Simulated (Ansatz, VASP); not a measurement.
## One calculation of Os, two programs

```
Os
1.0
     0.00000    2.84167    2.84167
     2.84167    0.00000    2.84167
     2.84167    2.84167    0.00000
Os
2
Direct
  0.12500 0.12500 0.12500
  0.87500 0.87500 0.87500
```

Alike in both runs: task single point; functional LDA; k mesh 11 × 11 × 11; occupations fermi-dirac, width 0.1 eV; no spin polarisation.

|  | VASP | Ansatz |
| --- | --- | --- |
| version | VASP 6.6.1 | Ansatz 0.2.0 |
| potentials or method | VASP PAW LDA potentials, release 64 (Os), cutoff 520 eV | plane waves (420 eV) with PAW, scalar-relativistic |
| valence electrons in the cell | 16 | 32 |

VASP gave:

| Item | Value |
| --- | --- |
| pressure (GPa) | -21.2 |

**Question.** Which values does Ansatz return?

**Answer.** Pressure (GPa): -20.3.

Ansatz warns that its potentials were made for another functional, while VASP's fit it. LDA's correlation is that of Perdew and Zunger in VASP and of Perdew and Wang (1992) in Ansatz. VASP's potentials hold 16 valence electrons a cell and Ansatz's 32, so a difference there can come from the potentials and not from the codes.

Spin-orbit coupling is off throughout.
